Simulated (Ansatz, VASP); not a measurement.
InSe in VASP and in Ansatz

INCAR

```
SYSTEM = InSe
ALGO = Normal
EDIFF = 1E-7
ENCUT = 520
GGA = PS
ISIF = 2
ISMEAR = -1
LASPH = .TRUE.
LCHARG = .TRUE.
LELF = .TRUE.
LREAL = .FALSE.
LVHAR = .TRUE.
LWAVE = .FALSE.
NBANDS = 27
NELM = 80
PREC = Accurate
SIGMA = 0.02
```

File KPOINTS:

```
k-points
0
G
  7 7 7
  0 0 0
```

POSCAR

```
InSe
1.0
    2.0233426227      1.1681774079      8.6085246234
   -2.0233426227      1.1681774079      8.6085246234
    0.0000000000     -2.3363548157      8.6085246234
In Se
2 2
Direct
    0.1142186408      0.1142186408      0.1142186408
    0.0018301300      0.0018301300      0.0018301300
    0.6197098100      0.6197098100      0.6197098100
    0.8258115400      0.8258115400      0.8258115400
```

Input for Ansatz:

```yaml
crystal:
  lattice:
    - [2.0233426227, 1.1681774079, 8.6085246234]
    - [-2.0233426227, 1.1681774079, 8.6085246234]
    - [0.0, -2.3363548157, 8.6085246234]
  atoms:
    - { symbol: In, position: [0.1142186408, 0.1142186408, 0.1142186408] }
    - { symbol: In, position: [0.00183013, 0.00183013, 0.00183013] }
    - { symbol: Se, position: [0.61970981, 0.61970981, 0.61970981] }
    - { symbol: Se, position: [0.82581154, 0.82581154, 0.82581154] }
hamiltonian:
  xc: pbesol
  pseudopotentials:
    kind: all_electron
    lapw: { muffin_tin_radii: { Se: 1.191, In: 1.291 } }
kpoints:
  mp_grid: { grid: [7, 7, 7] }
scf:
  occupations: { method: fermi_dirac, width: 0.02 }
  convergence: { dr2_threshold: 1.0e-09 }
output:
  eigenvalues: true
  forces: true
  stress: true
basis:
  ecutwfc: 330
```

Alike in both runs: task single point; functional PBEsol; k mesh 7 × 7 × 7; occupations fermi-dirac, width 0.02 eV; no spin polarisation.

|  | VASP | Ansatz |
| --- | --- | --- |
| version | VASP 6.6.1 | Ansatz 0.2.0 |
| potentials or method | VASP PAW PBE potentials, release 64 (In_d, Se), cutoff 520 eV | all-electron LAPW, scalar-relativistic |

```csv
,VASP,Ansatz,Ansatz less VASP
gap on the k mesh at the Fermi level (eV),0.50,0.51,+0.012
least direct gap on the mesh (eV),0.55,0.56,+0.006
pressure (GPa),-0.2,-0.3,-0.05
"traceless stress, the component that is largest in VASP (GPa)",-1.02,-1.01,+0.012
rms of the force components (eV/Å),0.379,0.370,-0.0094
```

VASP's potentials were made for PBE, not for PBEsol. Atom by atom the forces differ by 0.011 eV/Å (rms over components). Ansatz ran all-electron here, and VASP with PAW potentials.
